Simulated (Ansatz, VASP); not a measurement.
# One calculation of Co, two programs

File INCAR:

```
SYSTEM = Co
PREC     = Accurate       ! precision mode
ENCUT    = 520            ! plane-wave cutoff, eV
EDIFF    = 1E-7           ! SCF threshold, eV
ISMEAR   = -1             ! smearing method
SIGMA    = 0.05           ! smearing width, eV
LREAL    = .False.        ! projectors in reciprocal space
LASPH    = .True.         ! aspherical terms in the spheres
NELM     = 150            ! most SCF steps
ALGO     = Normal         ! electronic algorithm
ISIF     = 2              ! what is computed and relaxed
LWAVE    = .False.        ! write WAVECAR
LCHARG   = .False.        ! write CHGCAR
ISPIN    = 2              ! spin polarisation
MAGMOM   = 2 2 2 2        ! initial moments
LORBIT   = 11             ! projections on sites
LMAXMIX  = 4              ! l up to which the mixer works
GGA      = VW             ! functional
NBANDS   = 30             ! bands
```

File KPOINTS:

```
Automatic mesh
0
Gamma
  12 12 4
  0 0 0
```

POSCAR

```
Co
1.0
    2.4371717178      0.0000000000      0.0000000000
   -1.2185858589      2.1106526210      0.0000000000
    0.0000000000      0.0000000000      7.9789199430
Co
4
Direct
    0.6666666667      0.3333333333      0.7500000000
    0.0000000000      0.0000000000      0.5000000000
    0.3333333333      0.6666666667      0.2500000000
    0.0000000000      0.0000000000      0.0000000000
```

Contents of input.yaml:

```yaml
crystal:
  lattice:
    - [2.4371717178, 0.0, 0.0]
    - [-1.2185858589, 2.110652621, 0.0]
    - [0.0, 0.0, 7.978919943]
  atoms:
    - { symbol: Co, position: [0.6666666667, 0.3333333333, 0.75], spin: 2.0 }
    - { symbol: Co, position: [0.0, 0.0, 0.5], spin: 2.0 }
    - { symbol: Co, position: [0.3333333333, 0.6666666667, 0.25], spin: 2.0 }
    - { symbol: Co, position: [0.0, 0.0, 0.0], spin: 2.0 }
hamiltonian:
  xc: { exchange: slater, correlation: vwn5 }
  pseudopotentials: { kind: paw }
magnetization:
  spin_polarized: true
kpoints:
  mp_grid: { grid: [12, 12, 4] }
scf:
  occupations: { method: fermi_dirac, width: 0.05 }
output:
  forces: true
  stress: true
  eigenvalues: true
```

Alike in both runs: task single point; functional SVWN5; k mesh 12 × 12 × 4; occupations fermi-dirac, width 0.05 eV; collinear spin.

|  | VASP | Ansatz |
| --- | --- | --- |
| version | VASP 6.6.1 | Ansatz 0.2.0 |
| potentials or method | VASP PAW PBE potentials, release 64 (Co) | Ansatz PAW |
| plane-wave cutoff (eV) | 520 | 420 |
| valence electrons in the cell | 36 | 68 |

Ansatz gave:

- gap on the k mesh at the Fermi level (eV): none
- pressure (GPa): -6.2
- traceless stress, the component that is largest in VASP (GPa): -2.37
- net moment per atom (μB): 1.54
- size of the moment on the site where the two differ most (μB): 1.59

Task: Which values does VASP return?

Result: gap on the k mesh at the Fermi level (eV): none; pressure (GPa): -8.7; traceless stress, the component that is largest in VASP (GPa): -2.14; net moment per atom (μB): 1.43; size of the moment on the site where the two differ most (μB): 1.43.

The net moments are unlike, so the other rows may belong to different states. VASP's potentials were made for PBE, not for SVWN5. Site moments also hang on the region over which each program counts them. A gap of «none» marks a metal or a gap that the smearing closes. VASP's potentials hold 36 valence electrons a cell and Ansatz's 68, so a difference there can come from the potentials and not from the codes.
